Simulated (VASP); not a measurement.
## W: single point with r2SCAN

The system is W.

```xyz
1
Lattice="-1.5848 1.5848 1.5848 1.5848 -1.5848 1.5848 1.5848 1.5848 -1.5848" Properties=species:S:1:pos:R:3 pbc="T T T"
W     0.0000    0.0000    0.0000
```

| Property | Result |
| --- | --- |
| Program | VASP 6.6.1 |
| Task | single point |
| Functional | r2SCAN |
| Potentials or basis | VASP PAW PBE potentials, release 64 (W_sv) |
| Cutoff | 520 eV |
| k mesh | 14 × 14 × 14 |
| Occupations | fermi-dirac, width 0.1 eV |
| Spin | no spin polarisation |

| Item | Value |
| --- | --- |
| Pressure | 1.2 GPa |
| Band gap on the k mesh | zero (band 7 reaches 16.53 eV, above the bottom of band 8 at 9.95 eV) |

Levels at points of the mesh, in eV from the Fermi level:
| k point | band 5 | band 6 | band 7 | band 8 | band 9 | band 10 |
| --- | --- | --- | --- | --- | --- | --- |
| (0.00, 0.00, 0.00) | -10.15 | -1.33 | -1.33 | -1.33 | 2.50 | 2.50 |
| (0.50, 0.00, 0.00) | -6.58 | -3.78 | 0.46 | 2.33 | 3.38 | 6.25 |
| (0.50, 0.50, 0.50) | -6.04 | -6.04 | 5.25 | 5.25 | 5.25 | 8.46 |

It took 54 s on 1 thread of Intel(R) Xeon(R) Platinum 8488C (Sapphire Rapids), with other jobs on the host, peak memory 0.14 GiB.

Caveat: the PAW data sets were made with another functional, which shifts forces and pressure a little; spin-orbit coupling is left out, which moves the levels of the heavy elements.
